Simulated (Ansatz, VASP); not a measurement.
Hf2H3: VASP beside Ansatz

```
CELL_PARAMETERS angstrom
3.17726 0.00000 0.00000
-1.58863 2.75159 0.00000
0.00000 0.00000 6.60834
ATOMIC_POSITIONS crystal
Hf 0.00000 0.00000 0.22840
Hf 0.00000 0.00000 0.77160
H 0.33333 0.66667 0.00000
H 0.66667 0.33333 0.00000
H 0.00000 0.00000 0.50000
```

Alike in both runs: functional PBE; k mesh 12 × 12 × 6; occupations gaussian, width 0.1 eV; no spin polarisation.

Ansatz relaxed the structure, and its values are those at the end. VASP's run is a single point on that final structure, the one shown.

|  | VASP | Ansatz |
| --- | --- | --- |
| version | VASP 6.6.1 | Ansatz 0.2.0 |
| potentials or method | VASP PAW PBE potentials, release 64 (Hf_pv, H), cutoff 520 eV | scalar-relativistic, plane waves, PAW |
| valence electrons in the cell | 23 | 55 |

```csv
,VASP,Ansatz,Ansatz less VASP
gap on the k mesh at the Fermi level (eV),none,none,-
pressure (GPa),-0.5,0.0,+0.47
rms of the force components (eV/Å),0.009,0.000,-0.0088
```

A gap of «none» marks a metal or a gap that the smearing closes. VASP's potentials hold 23 valence electrons a cell and Ansatz's 55, so a difference there can come from the potentials and not from the codes.

Spin-orbit coupling is off throughout.
